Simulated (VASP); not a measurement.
# InSb (F-43m) in VASP: further runs

InSb is run at these levels: PBE; tasks: relaxation of the atoms, single point.

Program: VASP 6.6.1. These are calculated values, not measurements. Logs are shortened: lines on timing, memory, paths and dates and some standing lists are left out, and cuts for length are marked.

## (1) The cell of the first run

The structure is cubic, space group F-43m (No. 216). Conventional cell: a = 6.391 Å, b = 6.391 Å, c = 6.391 Å, α = 90.00°, β = 90.00°, γ = 90.00°. Within 3.6 Å of In (site symmetry -43m) lie 4 Sb at 2.77 Å. Sb (site symmetry -43m) has 4 In at 2.77 Å within 3.6 Å.

## (2) Relaxation of the atoms, PBE (32.62 Å³/atom)

The input, INCAR:

```
ALGO = Normal
EDIFF = 1E-7
EDIFFG = -0.02
ENCUT = 520
GGA = PE
IBRION = 2
ISIF = 2
ISMEAR = -1
LASPH = True
LCHARG = False
LREAL = False
LWAVE = False
NELM = 60
NSW = 80
PREC = Accurate
SIGMA = 0.05
```

The input, KPOINTS:

```
k-points
0
Gamma
  12 12 12
```

The input, POSCAR:

```
InSb
1.0
    0.0000000000      3.1953230120      3.1953230120
    3.1953230120      0.0000000000      3.1953230120
    3.1953230120      3.1953230120      0.0000000000
In Sb
1 1
Direct
    0.0000000000      0.0000000000      0.0000000000
    0.7500000000      0.7500000000      0.7500000000
```

Potentials or basis: VASP PAW PBE potentials, release 64 (In_d, Sb).

Launch:

```bash
> cat potpaw_PBE.64/In_d/POTCAR potpaw_PBE.64/Sb/POTCAR > POTCAR
> mpirun -np 1 vasp_std > vasp.out
```

OUTCAR:

```text
EDIFF = 1E-7
   EDIFFG = -0.02
   ENCUT = 520
   GGA = PE
   IBRION = 2
   ISIF = 2
   ISMEAR = -1
   LASPH = True
   LREAL = False
   NELM = 60
   NSW = 80
   PREC = Accurate

 ion  position               nearest neighbor table
   1  0.000  0.000  0.000-   2 2.77   2 2.77   2 2.77   2 2.77
   2  0.750  0.750  0.750-   1 2.77   1 2.77   1 2.77   1 2.77

  LATTYP: Found a face centered cubic cell.
 ALAT       =     6.3906460240

  Lattice vectors:

 A1 = (   0.0000000000,   3.1953230120,   3.1953230120)
 A2 = (   3.1953230120,   0.0000000000,   3.1953230120)
 A3 = (   3.1953230120,   3.1953230120,   0.0000000000)

Analysis of symmetry for initial positions (statically):
=====================================================================
 Subroutine PRICEL returns:
 Original cell was already a primitive cell.

 Routine SETGRP: Setting up the symmetry group for a
 face centered cubic supercell.

 Subroutine GETGRP returns: Found 24 space group operations
 (whereof 24 operations were pure point group operations)
 out of a pool of 48 trial point group operations.

The static configuration has the point symmetry T_d .

Analysis of symmetry for dynamics (positions and initial velocities):
=====================================================================
 Subroutine PRICEL returns:
 Original cell was already a primitive cell.

 Routine SETGRP: Setting up the symmetry group for a
 face centered cubic supercell.

 Subroutine GETGRP returns: Found 24 space group operations
 (whereof 24 operations were pure point group operations)
 out of a pool of 48 trial point group operations.

The dynamic configuration has the point symmetry T_d .

 Subroutine INISYM returns: Found 24 space group operations
 (whereof 24 operations are pure point group operations),
 and found     1 'primitive' translations

----------------------------------------------------------------------------------------

                                     Primitive cell

  volume of cell :      65.2491

  direct lattice vectors                    reciprocal lattice vectors
     0.000000000  3.195323012  3.195323012    -0.156478703  0.156478703  0.156478703
     3.195323012  0.000000000  3.195323012     0.156478703 -0.156478703  0.156478703
     3.195323012  3.195323012  0.000000000     0.156478703  0.156478703 -0.156478703

  length of vectors
     4.518869140  4.518869140  4.518869140     0.271029064  0.271029064  0.271029064

  position of ions in fractional coordinates (direct lattice)
     0.000000000  0.000000000  0.000000000
     0.750000000  0.750000000  0.750000000

  ion indices of the primitive-cell ions
   primitive index   ion index
                 1           1
                 2           2

----------------------------------------------------------------------------------------

 KPOINTS: k-points

Automatic generation of k-mesh.
 Grid dimensions read from file:
 generate k-points for:   12   12   12

 Generating k-lattice:

  Cartesian coordinates                     Fractional coordinates (reciprocal lattice)
    -0.013039892  0.013039892  0.013039892     0.083333333  0.000000000  0.000000000
     0.013039892 -0.013039892  0.013039892     0.000000000  0.083333333  0.000000000
     0.013039892  0.013039892 -0.013039892     0.000000000  0.000000000  0.083333333

  Length of vectors
     0.022585755  0.022585755  0.022585755

  Shift w.r.t. Gamma in fractional coordinates (k-lattice)
     0.000000000  0.000000000  0.000000000

 Subroutine IBZKPT returns following result:
 ===========================================

 Found     72 irreducible k-points:

 Following reciprocal coordinates:
            Coordinates               Weight
  0.000000  0.000000  0.000000      1.000000
  0.083333  0.000000  0.000000      8.000000
  0.166667  0.000000  0.000000      8.000000
  0.250000  0.000000  0.000000      8.000000
  0.333333  0.000000  0.000000      8.000000
  0.416667  0.000000  0.000000      8.000000
[... 16 lines left out ...]
  0.500000  0.166667  0.000000     24.000000
 -0.416667  0.166667  0.000000     24.000000
 [... further k-points ...]
   k-points           NKPTS =     72   k-points in BZ     NKDIM =     72   number of bands    NBANDS=     13
   number of dos      NEDOS =    301   number of ions     NIONS =      2
   total plane-waves  NPLWV =  46656
   dimension x,y,z NGX =    36 NGY =   36 NGZ =   36
   dimension x,y,z NGXF=    72 NGYF=   72 NGZF=   72
   ions per type =               1   1
   NGX,Y,Z   is equivalent  to a cutoff of  13.24, 13.24, 13.24 a.u.
   NGXF,Y,Z  is equivalent  to a cutoff of  26.49, 26.49, 26.49 a.u.
 SYSTEM =  unknown system
   PREC   = accura    normal or accurate (medium, high low for compatibility)
   ISTART =      0    job   : 0-new  1-cont  2-samecut
   ICHARG =      2    charge: 1-file 2-atom 10-const
   ISPIN  =      1    spin polarized calculation?
   LNONCOLLINEAR =      F non collinear calculations
   LSORBIT =      F    spin-orbit coupling
   LASPH  =      T    aspherical Exc in radial PAW
   ENCUT  =  520.0 eV  38.22 Ry    6.18 a.u.   8.40  8.40  8.40*2*pi/ulx,y,z
   NELM   =     60;   NELMIN=  2; NELMDL= -5     # of ELM steps
   EDIFF  = 0.1E-06   stopping-criterion for ELM
   LREAL  =      F    real-space projection
   EDIFFG = -.2E-01   stopping-criterion for IOM
   NSW    =     80    number of steps for IOM
   IBRION =      2    ionic relax: 0-MD 1-quasi-New 2-CG
   NFREE  =      1    steps in history (QN), initial steepest desc. (CG)
   ISIF   =      2    stress and relaxation
   ISYM   =      2    0-nonsym 1-usesym 2-fastsym
   POTIM  = 0.5000    time-step for ionic-motion
   TEBEG  =    0.0;   TEEND  =   0.0 temperature during run
   PSTRESS=    0.0 pullay stress
   NELECT =      18.0000    total number of electrons
   NUPDOWN=      -1.0000    fix difference up-down
   EMIN   =  10.00;   EMAX   =-10.00  energy-range for DOS
   EFERMI =   0.00;   METHOD = LEGACY
   ISMEAR =    -1;   SIGMA  =   0.05  broadening in eV -4-tet -1-fermi 0-gaus
   EFERMI_NEDOS =   21; number of points for ismear=-14 and -15
   IALGO  =     38    algorithm
   IMIX   =      4    mixing-type and parameters
     AMIX     =   0.40;   BMIX     =  1.00
     AMIX_MAG =   1.60;   BMIX_MAG =  1.00
  volume/ion in A,a.u.               =      32.62       220.16
  Fermi-wavevector in a.u.,A,eV,Ry     =   1.065715  2.013909 15.452783  1.135748
  Thomas-Fermi vector in A             =   2.201275
   LORBIT       =      0    0 simple, 1 ext, 2 COOP (PROOUT), +10 PAW based schemes
   GGA     = PE    functional components
   LHFCALC =     F    Hartree Fock is set to
   AEXX    =    0.0000 exact exchange contribution
   IVDW    =     0    specifies the selected vdW correction
   LEPSILON=     F    determine dielectric tensor
   LRPA    =     F    only Hartree local field effects (RPA)
 conjugate gradient relaxation of ions
 non-spin polarized calculation
  energy-cutoff  :      520.00
  volume of cell :       65.25
 maximum number of plane-waves:      1807
 NGX is ok and might be reduce to    36
   NGX = 17   NGY = 17   NGZ = 17

 number of electron      18.0000005 magnetization

 Free energy of the ion-electron system (eV)
  ---------------------------------------------------
  ext. energy  EPLUGINS =         0.00000000
  ---------------------------------------------------
  free energy    TOTEN  =        -6.83481564 eV

  energy without entropy =       -6.83459765  energy(sigma->0) =       -6.83470664

 E-fermi :   5.6554     XC(G=0):  -8.8639

 val. band max:        5.6038650720   @ k =   0.0000   0.0000   0.0000
 cond. band min:       6.1644400275   @ k =   0.5000   0.0000   0.0000
 fundamental gap:      0.5605749555
 Fermi energy:         5.6554343001

 k-point     1 :       0.0000    0.0000    0.0000
  band No.  band energies     occupation
      1      -9.1490      2.00000
      2      -9.1490      2.00000
      3      -9.1490      2.00000
      4      -9.0515      2.00000
      5      -9.0515      2.00000
      6      -5.4360      2.00000
      7       5.5534      1.77015
      8       5.5534      1.77015
      9       5.5534      1.77015
     10       5.6039      1.47437
     11       8.5046      0.00000
     12       8.5046      0.00000
     13       8.5046      0.00000

 k-point     2 :       0.0833    0.0000    0.0000
  band No.  band energies     occupation
      1      -9.1529      2.00000
      2      -9.1472      2.00000
      3      -9.1472      2.00000
      4      -9.0516      2.00000
      5      -9.0516      2.00000
      6      -5.3686      2.00000
      7       4.3660      2.00000
      8       5.4448      1.97081
      9       5.4448      1.97081
     10       6.4407      0.00000
     11       8.6529      0.00000
     12       8.6529      0.00000
     13       8.6640      0.00000

 k-point     3 :       0.1667    0.0000    0.0000
  band No.  band energies     occupation
      1      -9.1634      2.00000
      2      -9.1427      2.00000
      3      -9.1427      2.00000
      4      -9.0519      2.00000
      5      -9.0519      2.00000
      6      -5.1712      2.00000
      7       3.0830      2.00000
      8       5.1925      1.99981
      9       5.1925      1.99981
     10       6.6512      0.00000
     11       8.9835      0.00000
     12       8.9835      0.00000
     13       9.3610      0.00000
[... 305 lines left out ...]
 k-point    23 :       0.5000    0.1667    0.0000
  band No.  band energies     occupation
      1      -9.2118      2.00000
      2      -9.1224      2.00000
      3      -9.1191      2.00000
      4      -9.0560      2.00000
      5      -9.0482      2.00000
      6      -3.8442      2.00000
      7      -0.0953      2.00000
      8       3.2174      2.00000
      9       4.0523      2.00000
     10       7.3477      0.00000
     11       9.1707      0.00000
     12      10.2988      0.00000
     13      11.3109      0.00000

 k-point    24 :      -0.4167    0.1667    0.0000
  band No.  band energies     occupation
      1      -9.2113      2.00000
      2      -9.1224      2.00000
      3      -9.1202      2.00000
      4      -9.0534      2.00000
      5      -9.0504      2.00000
      6      -3.7960      2.00000
      7      -0.1768      2.00000
      8       3.0612      2.00000
      9       4.1940      2.00000
     10       7.3526      0.00000
     11       9.2708      0.00000
     12      10.0949      0.00000
     13      12.0736      0.00000

 [... further k-points ...]

------------------------ aborting loop because EDIFF is reached ----------------------------------------

  FORCE on cell =-STRESS in cart. coord.  units (eV):
  Direction    XX          YY          ZZ          XY          YZ          ZX
  --------------------------------------------------------------------------------------
  -------------------------------------------------------------------------------------
  Total        2.2054651      2.2054651      2.2054651      0.0000000      0.0000000      0.0000000
  in kB       54.1547410     54.1547410     54.1547410      0.0000000      0.0000000      0.0000000
  external PRESSURE =      54.1547410 kB  Pullay stress =       0.0000000 kB

 VOLUME and BASIS-vectors are now :
 -----------------------------------------------------------------------------
  energy-cutoff  :      520.00
  volume of cell :       65.25
      direct lattice vectors                 reciprocal lattice vectors
     0.000000000  3.195323012  3.195323012    -0.156478703  0.156478703  0.156478703
     3.195323012  0.000000000  3.195323012     0.156478703 -0.156478703  0.156478703
     3.195323012  3.195323012  0.000000000     0.156478703  0.156478703 -0.156478703

 POSITION                                       TOTAL-FORCE (eV/Angst)
 -----------------------------------------------------------------------------------
      0.00000      0.00000      0.00000         0.000000     -0.000000     -0.000000
      4.79298      4.79298      4.79298        -0.000000      0.000000      0.000000
 -----------------------------------------------------------------------------------
    total drift:                                0.000000      0.000000      0.000000

  FREE ENERGIE OF THE ION-ELECTRON SYSTEM (eV)
  ---------------------------------------------------
  free  energy   TOTEN  =        -6.8348156390 eV

  energy  without entropy=       -6.8345976462  energy(sigma->0) =       -6.83470664

 reached required accuracy - stopping structural energy minimisation
```

Wall time 54 s (1 thread of AMD EPYC 7R13 (Zen 3), shared host); peak memory 0.22 GiB.

What came out:

* Free energy: -6.8348 eV
* Pressure after relaxing: 5.4 GPa

Final structure:
```xyz
2
Lattice="0.0000 3.1953 3.1953 3.1953 0.0000 3.1953 3.1953 3.1953 0.0000" Properties=species:S:1:pos:R:3 pbc="T T T"
In    0.0000    0.0000    0.0000
Sb    4.7930    4.7930    4.7930
```

Caveat: the relaxation stopped at its first step, so nothing moved; spin-orbit coupling is left out, which moves the levels of the heavy elements.

## (3) Single point, PBE (31.94 Å³/atom)

This run uses another cell than the first one, of 31.94 Å³/atom.

The input, INCAR:

```
PREC = Accurate
ENCUT = 520
EDIFF = 1E-6
ISMEAR = -1
SIGMA = 0.05
LREAL = F
LASPH = T
NELM = 80
ALGO = Normal
ISIF = 2
LWAVE = F
LCHARG = F
GGA = PE
NBANDS = 16
```

The input, KPOINTS:

```
regular mesh
0
Gamma
  12 12 12
```

The input, POSCAR:

```
InSb
1.0
    0.0000000000      3.1729773647      3.1729773647
    3.1729773647      0.0000000000      3.1729773647
    3.1729773647      3.1729773647      0.0000000000
In Sb
1 1
Direct
    0.0000000000      0.0000000000      0.0000000000
    0.7500000000      0.7500000000      0.7500000000
```

Potentials or basis: VASP PAW PBE potentials, release 64 (In_d, Sb).

Launch:

```bash
> cat potpaw_PBE.64/In_d/POTCAR potpaw_PBE.64/Sb/POTCAR > POTCAR
> mpirun -np 1 vasp_std > vasp.out
```

Run time: 2.2 min. Hardware: 1 thread of AMD EPYC, shared host; peak memory 0.21 GiB.

It converged, with:

```
Free energy            : -6.7830 eV
Pressure               : 6.8 GPa
Band gap on the k mesh : 0.18 eV
```

Levels at points of the mesh, in eV from the valence-band top:
```
           k point  band 7  band 8  band 9  band 10  band 11  band 12
(0.00, 0.00, 0.00)    0.00    0.00    0.00     0.18     2.94     2.94
(0.50, 0.00, 0.00)   -5.93   -1.11   -1.11     0.65     3.81     3.81
(0.50, 0.50, 0.00)   -6.20   -2.48   -2.48     1.23     1.28     8.53
```

Caveat: the cell stands under pressure; spin-orbit coupling is left out, which moves the levels of the heavy elements. A k mesh can miss the band edges.

(Continued in part 2 of 2.)
